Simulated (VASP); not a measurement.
# Ir (P6_3/mmc) in VASP: further runs

The runs below take Ir through single point, with PBE.

All numbers are computed with VASP 6.6.1; they aren't measurements. Logs are shortened: lines on timing, memory, paths and dates and some standing lists are left out, and cuts for length are marked.

## (1) The cell of the first run

The structure is hexagonal, space group P6_3/mmc (No. 194). The conventional cell has a = 2.620 Å, b = 2.620 Å, c = 4.676 Å, α = 90.00°, β = 90.00°, γ = 120.00°. Ir (site symmetry -6m2) has 12 Ir at 2.62 to 2.78 Å within 3.5 Å.

## (2) Single point, PBE

Input file INCAR:

```
PREC     = Accurate       # precision mode
ENCUT    = 520            # plane-wave cutoff, eV
EDIFF    = 1E-6           # SCF threshold, eV
ISMEAR   = 0              # smearing method
SIGMA    = 0.15           # smearing width, eV
LREAL    = False          # projectors in reciprocal space
LASPH    = True           # aspherical terms in the spheres
NELM     = 60             # most SCF steps
ALGO     = Normal         # electronic algorithm
ISIF     = 2              # what is computed and relaxed
LWAVE    = False          # write WAVECAR
LCHARG   = True           # write CHGCAR
GGA      = PE             # functional
LELF     = True           # ELF
LVHAR    = True         
NBANDS   = 16             # bands
```

Input file KPOINTS:

```
Automatic mesh
0
Gamma
  18 18 10
```

Input file POSCAR:

```
Ir
1.0
    2.6196000000      0.0000000000      0.0000000000
   -1.3098000000      2.2686401478      0.0000000000
    0.0000000000      0.0000000000      4.6756000000
Ir
2
Direct
    0.6666666667      0.3333333333      0.7500000000
    0.3333333333      0.6666666667      0.2500000000
```

Potentials or basis: VASP PAW PBE potentials, release 64 (Ir).

Run with:

```
cat potpaw_PBE.64/Ir/POTCAR > POTCAR
mpirun -np 1 vasp_std > vasp.out
```

OUTCAR:

```text
PREC = Accurate
   ENCUT = 520
   EDIFF = 1E-6
   ISMEAR = 0
   LREAL = False
   LASPH = True
   NELM = 60
   ISIF = 2
   GGA = PE

 ion  position               nearest neighbor table
   1  0.667  0.333  0.750-   2 2.78   2 2.78   2 2.78   2 2.78   2 2.78   2 2.78
   2  0.333  0.667  0.250-   1 2.78   1 2.78   1 2.78   1 2.78   1 2.78   1 2.78

  LATTYP: Found a hexagonal cell.
 ALAT       =     2.6196000000
 C/A-ratio  =     1.7848526493

  Lattice vectors:

 A1 = (   2.6196000000,   0.0000000000,   0.0000000000)
 A2 = (  -1.3098000000,   2.2686401478,   0.0000000000)
 A3 = (   0.0000000000,   0.0000000000,   4.6756000000)

Analysis of symmetry for initial positions (statically):
=====================================================================
 Subroutine PRICEL returns:
 Original cell was already a primitive cell.

 Routine SETGRP: Setting up the symmetry group for a
 hexagonal supercell.

 Subroutine GETGRP returns: Found 24 space group operations
 (whereof 12 operations were pure point group operations)
 out of a pool of 24 trial point group operations.

The static configuration has the point symmetry D_3d.
 The point group associated with its full space group is D_6h.

Analysis of symmetry for dynamics (positions and initial velocities):
=====================================================================
 Subroutine PRICEL returns:
 Original cell was already a primitive cell.

 Routine SETGRP: Setting up the symmetry group for a
 hexagonal supercell.

 Subroutine GETGRP returns: Found 24 space group operations
 (whereof 12 operations were pure point group operations)
 out of a pool of 24 trial point group operations.

The dynamic configuration has the point symmetry D_3d.
 The point group associated with its full space group is D_6h.

 Subroutine INISYM returns: Found 24 space group operations
 (whereof 12 operations are pure point group operations),
 and found     1 'primitive' translations

----------------------------------------------------------------------------------------

                                     Primitive cell

  volume of cell :      27.7868

  direct lattice vectors                    reciprocal lattice vectors
     2.619600000  0.000000000  0.000000000     0.381737670  0.220396346  0.000000000
    -1.309800000  2.268640148  0.000000000     0.000000000  0.440792693  0.000000000
[... 78 lines left out ...]
   ICHARG =      2    charge: 1-file 2-atom 10-const
   ISPIN  =      1    spin polarized calculation?
   LNONCOLLINEAR =      F non collinear calculations
   LSORBIT =      F    spin-orbit coupling
   LASPH  =      T    aspherical Exc in radial PAW
   ENCUT  =  520.0 eV  38.22 Ry    6.18 a.u.   4.87  4.87  8.69*2*pi/ulx,y,z
   NELM   =     60;   NELMIN=  2; NELMDL= -5     # of ELM steps
   EDIFF  = 0.1E-05   stopping-criterion for ELM
   LREAL  =      F    real-space projection
   EDIFFG = 0.1E-04   stopping-criterion for IOM
   NSW    =      0    number of steps for IOM
   IBRION =     -1    ionic relax: 0-MD 1-quasi-New 2-CG
   NFREE  =      0    steps in history (QN), initial steepest desc. (CG)
   ISIF   =      2    stress and relaxation
   ISYM   =      2    0-nonsym 1-usesym 2-fastsym
   POTIM  = 0.5000    time-step for ionic-motion
   TEBEG  =    0.0;   TEEND  =   0.0 temperature during run
   PSTRESS=    0.0 pullay stress
   NELECT =      18.0000    total number of electrons
   NUPDOWN=      -1.0000    fix difference up-down
   EMIN   =  10.00;   EMAX   =-10.00  energy-range for DOS
   EFERMI =   0.00;   METHOD = LEGACY
   ISMEAR =     0;   SIGMA  =   0.15  broadening in eV -4-tet -1-fermi 0-gaus
   EFERMI_NEDOS =   21; number of points for ismear=-14 and -15
   IALGO  =     38    algorithm
   IMIX   =      4    mixing-type and parameters
     AMIX     =   0.40;   BMIX     =  1.00
     AMIX_MAG =   1.60;   BMIX_MAG =  1.00
  volume/ion in A,a.u.               =      13.89        93.76
  Fermi-wavevector in a.u.,A,eV,Ry     =   1.416510  2.676816 27.300103  2.006501
  Thomas-Fermi vector in A             =   2.537837
   LORBIT       =      0    0 simple, 1 ext, 2 COOP (PROOUT), +10 PAW based schemes
   GGA     = PE    functional components
   LHFCALC =     F    Hartree Fock is set to
   AEXX    =    0.0000 exact exchange contribution
   IVDW    =     0    specifies the selected vdW correction
   LEPSILON=     F    determine dielectric tensor
   LRPA    =     F    only Hartree local field effects (RPA)
 non-spin polarized calculation
 Gauss-broadening in eV      SIGMA  =   0.15
  energy-cutoff  :      520.00
  volume of cell :       27.79
 maximum number of plane-waves:       766
 NGX is ok and might be reduce to    20

 number of electron      17.9999999 magnetization

 Free energy of the ion-electron system (eV)
  ---------------------------------------------------
  ext. energy  EPLUGINS =         0.00000000
  ---------------------------------------------------
  free energy    TOTEN  =       -17.25573691 eV

  energy without entropy =      -17.23055870  energy(sigma->0) =      -17.24314780

 E-fermi :  10.7115     XC(G=0): -14.0859

 val. band max:       10.7055578339   @ k =   0.2222   0.1111   0.0000
 cond. band min:      10.7117965376   @ k =   0.3889   0.2222   0.3000
 fundamental gap:      0.0062387037
 Fermi energy:        10.7114966982

 k-point     1 :       0.0000    0.0000    0.0000
  band No.  band energies     occupation
      1      -0.5896      2.00000
      2       2.1593      2.00000
      3       5.8339      2.00000
      4       6.8906      2.00000
      5       6.8906      2.00000
      6       7.3551      2.00000
[... 433 lines left out ...]
      3       3.8486      2.00000
      4       6.6008      2.00000
      5       6.9294      2.00000
      6       7.1890      2.00000
[... 8 lines left out ...]
     15      21.7561      0.00000
     16      24.6971      0.00000

 [... further k-points ...]
[... 5 lines left out ...]
  --------------------------------------------------------------------------------------
  -------------------------------------------------------------------------------------
  Total        6.5131094      6.5131094     -0.9439405      0.0000000      0.0000000      0.0000000
  in kB      375.5441603    375.5441603    -54.4273583      0.0000000      0.0000000      0.0000000
  external PRESSURE =     232.2203208 kB  Pullay stress =       0.0000000 kB

 VOLUME and BASIS-vectors are now :
 -----------------------------------------------------------------------------
  energy-cutoff  :      520.00
  volume of cell :       27.79
      direct lattice vectors                 reciprocal lattice vectors
     2.619600000  0.000000000  0.000000000     0.381737670  0.220396346  0.000000000
    -1.309800000  2.268640148  0.000000000     0.000000000  0.440792693  0.000000000
     0.000000000  0.000000000  4.675600000     0.000000000  0.000000000  0.213876294

 POSITION                                       TOTAL-FORCE (eV/Angst)
 -----------------------------------------------------------------------------------
      1.30980      0.75621      3.50670         0.000000      0.000000      0.000000
     -0.00000      1.51243      1.16890         0.000000     -0.000000      0.000000
 -----------------------------------------------------------------------------------
    total drift:                               -0.000000      0.000000     -0.000000

  FREE ENERGIE OF THE ION-ELECTRON SYSTEM (eV)
  ---------------------------------------------------
  free  energy   TOTEN  =       -17.2557369115 eV

  energy  without entropy=      -17.2305586985  energy(sigma->0) =      -17.24314780
```

stdout:

```text
POSCAR found type information on POSCAR Ir
 POSCAR found :  1 types and       2 ions
 scaLAPACK will be used
 LDA part: xc-table for (Slater+PW92), standard interpolation
 POSCAR, INCAR and KPOINTS ok, starting setup
 FFT: planning ... GRIDC
 FFT: planning ... GRID_SOFT
 FFT: planning ... GRID
 WAVECAR not read
 entering main loop
```

Run time: 45 s. Hardware: 1 thread of Intel Xeon Platinum 8488C (Sapphire Rapids), shared host; peak memory 0.2 GiB.

Results:

```yaml
Free_energy: -17.2557 eV
Pressure: 23.2 GPa
Band_gap_on_the_k_mesh: zero (band 9 reaches 12.40 eV, above the bottom of band 10 at 8.64 eV)
```

Caveat: spin-orbit coupling is left out, which moves the levels of the heavy elements.

## (3) Single point, PBE

This run uses another cell than the first one, of the same volume but with other edges.

Input file INCAR:

```
SYSTEM = Ir
ALGO     = Normal         ! electronic algorithm
EDIFF    = 1E-6           ! SCF threshold, eV
ENCUT    = 520            ! plane-wave cutoff, eV
GGA      = PE             ! functional
ISIF     = 2              ! what is computed and relaxed
ISMEAR   = 0              ! smearing method
LASPH    = .TRUE.         ! aspherical terms in the spheres
LCHARG   = .TRUE.         ! write CHGCAR
LELF     = .TRUE.         ! ELF
LREAL    = .FALSE.        ! projectors in reciprocal space
LVHAR    = .TRUE.       
LWAVE    = .FALSE.        ! write WAVECAR
NBANDS   = 16             ! bands
NELM     = 100            ! most SCF steps
PREC     = Accurate       ! precision mode
SIGMA    = 0.15           ! smearing width, eV
```

Input file KPOINTS:

```
k-points
0
G
  18 18 10
  0 0 0
```

Input file POSCAR:

```
Ir
1.0
    2.6837000000      0.0000000000      0.0000000000
   -1.3418500000      2.3241523762      0.0000000000
    0.0000000000      0.0000000000      4.4529609382
Ir
2
Direct
    0.6666666667      0.3333333333      0.7500000000
    0.3333333333      0.6666666667      0.2500000000
```

Potentials or basis: VASP PAW PBE potentials, release 64 (Ir).

Run with:

```
cat potpaw_PBE.64/Ir/POTCAR > POTCAR
mpirun -np 1 vasp_std > vasp.out
```

It took 42 s on 1 thread of Intel Xeon Platinum 8488C (Sapphire Rapids), shared host; peak memory 0.21 GiB.

The run converged. Its results:

```yaml
Free_energy: -17.4725 eV
Pressure: 19.4 GPa
Band_gap_on_the_k_mesh: zero (band 9 reaches 11.99 eV, above the bottom of band 10 at 8.41 eV)
```

Stress tensor (GPa, compression positive):
```
22.64  0.00  0.00
 0.00 22.64  0.00
 0.00  0.00 12.83
```

Levels at points of the mesh, in eV from the Fermi level:
```tsv
k point	band 6	band 7	band 8	band 9	band 10	band 11	band 12	band 13
(0.00, 0.00, 0.00)	-3.31	-3.31	-2.24	-2.24	-1.09	0.32	0.32	6.97
(0.50, 0.00, 0.00)	-3.44	-3.19	0.93	0.93	1.31	3.11	4.64	8.38
(0.00, 0.00, 0.50)	-4.01	-4.01	-4.01	-0.46	-0.46	-0.46	-0.46	13.55
(0.50, 0.00, 0.50)	-2.09	-0.98	-0.98	1.15	1.15	2.08	2.08	7.99
```

Caveat: spin-orbit coupling is left out, which moves the levels of the heavy elements.

## (4) Single point, PBE

This run uses another cell than the first one, of the same volume but with other edges.

Input file INCAR:

```
ALGO = Fast
EDIFF = 1E-6
ENCUT = 520
GGA = PE
ISIF = 2
ISMEAR = 0
LASPH = True
LCHARG = False
LREAL = False
LWAVE = False
NBANDS = 16
NELM = 100
PREC = Accurate
SIGMA = 0.15
```

Input file KPOINTS:

```
k-points
0
Gamma
  18 18 10
```

Input file POSCAR:

```
Ir
1.0
    2.7203000000      0.0000000000      0.0000000000
   -1.3601500000      2.3558489059      0.0000000000
    0.0000000000      0.0000000000      4.3342000000
Ir
2
Direct
    0.6666666667      0.3333333333      0.7500000000
    0.3333333333      0.6666666667      0.2500000000
```

Run with:

```
cat potpaw_PBE.64/Ir/POTCAR > POTCAR
mpirun -np 1 vasp_std > vasp.out
```

Wall time 57 s (1 thread of Intel Xeon Platinum 8488C (Sapphire Rapids), shared host); peak memory 0.2 GiB.

The run converged. Its results:

- Free energy: -17.4768 eV
- Pressure: 19.5 GPa
- Band gap on the k mesh: zero (band 9 reaches 11.96 eV, above the bottom of band 10 at 8.43 eV)

Stress tensor (GPa, compression positive):
```
16.71  0.00  0.00
 0.00 16.71  0.00
 0.00  0.00 24.98
```

Levels at points of the mesh, in eV from the Fermi level:
```tsv
k point	band 6	band 7	band 8	band 9	band 10	band 11	band 12	band 13
(0.00, 0.00, 0.00)	-3.29	-3.29	-2.65	-2.65	-0.72	0.24	0.24	7.48
(0.50, 0.00, 0.00)	-3.61	-3.00	0.59	1.07	1.07	2.96	4.42	8.40
(0.00, 0.00, 0.50)	-4.19	-4.19	-4.19	-0.51	-0.51	-0.51	-0.51	13.63
(0.50, 0.00, 0.50)	-2.32	-1.06	-1.06	0.88	0.88	2.03	2.03	7.79
```

Caveat: spin-orbit coupling is left out, which moves the levels of the heavy elements.

## (5) Single point, PBE

This run uses another cell than the first one, of 13.94 Å³/atom, 1.003 times its volume.

Input file INCAR:

```
SYSTEM = Ir
ALGO = Normal
EDIFF = 1E-7
ENCUT = 520
GGA = PE
ISIF = 2
ISMEAR = 0
LASPH = .True.
LCHARG = .False.
LREAL = .False.
LWAVE = .False.
NBANDS = 16
NELM = 60
PREC = Accurate
SIGMA = 0.15
```

Input file KPOINTS:

```
k-points
0
Gamma
  18 18 10
  0 0 0
```

Input file POSCAR:

```
Ir
1.0
    2.8028000000      0.0000000000      0.0000000000
   -1.4014000000      2.4272960017      0.0000000000
    0.0000000000      0.0000000000      4.0967000000
Ir
2
Direct
    0.6666666667      0.3333333333      0.7500000000
    0.3333333333      0.6666666667      0.2500000000
```

Run with:

```
cat potpaw_PBE.64/Ir/POTCAR > POTCAR
mpirun -np 1 vasp_std > vasp.out
```

Wall time 39 s (1 thread of Intel Xeon Platinum 8488C (Sapphire Rapids), shared host); peak memory 0.21 GiB.

It converged, with:

```
Free energy            : -17.2445 eV
Pressure               : 23.3 GPa
Band gap on the k mesh : zero (band 9 reaches 11.56 eV, above the bottom of band 10 at 8.67 eV)
```

Stress tensor (GPa, compression positive):
```
10.88  0.00  0.00
 0.00 10.88  0.00
 0.00  0.00 48.02
```

Levels at points of the mesh, in eV from the Fermi level:
```tsv
k point	band 7	band 8	band 9	band 10	band 11	band 12
(0.00, 0.00, 0.00)	-3.16	-3.16	-3.03	0.20	0.20	0.26
(0.50, 0.00, 0.00)	-2.42	-0.04	0.68	1.46	2.56	3.85
(0.00, 0.00, 0.50)	-4.10	-4.10	-0.39	-0.39	-0.39	-0.39
(0.50, 0.00, 0.50)	-1.15	-1.15	0.43	0.43	1.85	1.85
```

Caveat: spin-orbit coupling is left out, which moves the levels of the heavy elements.

## (6) Single point, PBE

This run uses another cell than the first one, of 14.06 Å³/atom, 1.012 times its volume.

Input file INCAR:

```
SYSTEM = Ir
PREC = Accurate
ENCUT = 520
EDIFF = 1E-6
ISMEAR = 0
SIGMA = 0.15
LREAL = .FALSE.
LASPH = .TRUE.
NELM = 80
ALGO = Normal
ISIF = 2
LWAVE = .FALSE.
LCHARG = .FALSE.
GGA = PE
NBANDS = 16
```

Input file KPOINTS:

```
regular mesh
0
G
  18 18 10
  0 0 0
```

Input file POSCAR:

```
Ir
1.0
    2.7753000000      0.0000000000      0.0000000000
   -1.3876500000      2.4034803031      0.0000000000
    0.0000000000      0.0000000000      4.2155000000
Ir
2
Direct
    0.6666666667      0.3333333333      0.7500000000
    0.3333333333      0.6666666667      0.2500000000
```

Potentials or basis: VASP PAW PBE potentials, release 64 (Ir).

Run with:

```
cat potpaw_PBE.64/Ir/POTCAR > POTCAR
mpirun -np 1 vasp_std > vasp.out
```

It took 37 s on 1 thread of Intel Xeon Platinum 8488C (Sapphire Rapids), shared host; peak memory 0.21 GiB.

Results (log left out):

```
Free energy            : -17.4160 eV
Pressure               : 16.4 GPa
Band gap on the k mesh : zero (band 9 reaches 11.51 eV, above the bottom of band 10 at 8.28 eV)
```

Stress tensor (GPa, compression positive):
```
 7.87  0.00  0.00
 0.00  7.87  0.00
 0.00  0.00 33.56
```

Levels at points of the mesh, in eV from the Fermi level:
```
           k point  band 5  band 6  band 7  band 8  band 9  band 10  band 11  band 12  band 13  band 14
(0.00, 0.00, 0.00)   -3.39   -3.18   -3.18   -3.04   -3.04    -0.20     0.20     0.20     7.99    13.84
(0.50, 0.00, 0.00)   -3.81   -3.30   -2.67    0.22    0.81     1.25     2.70     4.05     8.53    10.65
(0.00, 0.00, 0.50)   -4.33   -4.33   -4.24   -4.24   -0.48    -0.48    -0.48    -0.48    13.51    13.51
(0.50, 0.00, 0.50)   -2.52   -2.52   -1.10   -1.10    0.59     0.59     1.92     1.92     7.55     7.55
```

Caveat: spin-orbit coupling is left out, which moves the levels of the heavy elements.

## (7) Overview

```csv
cell,gap on the mesh (eV),pressure (GPa)
"a = 2.620, b = 2.620, c = 4.676 Å, angles 90.0, 90.0, 120.0°, 2 atoms",none,23.2
"a = 2.684, b = 2.684, c = 4.453 Å, angles 90.0, 90.0, 120.0°, 2 atoms",none,19.4
"a = 2.720, b = 2.720, c = 4.334 Å, angles 90.0, 90.0, 120.0°, 2 atoms",none,19.5
"a = 2.803, b = 2.803, c = 4.097 Å, angles 90.0, 90.0, 120.0°, 2 atoms",none,23.3
"a = 2.775, b = 2.775, c = 4.215 Å, angles 90.0, 90.0, 120.0°, 2 atoms",none,16.4
```

Alike in all rows: task single point; level PBE; potentials or basis VASP PAW PBE potentials, release 64 (Ir); no spin polarisation; k mesh 18 × 18 × 10; cutoff (eV) 520; smearing gaussian 0.15 eV.

Caveats: spin-orbit coupling is left out, which moves the levels of the heavy elements.

Absolute energies hang on the potentials; compare differences alone.
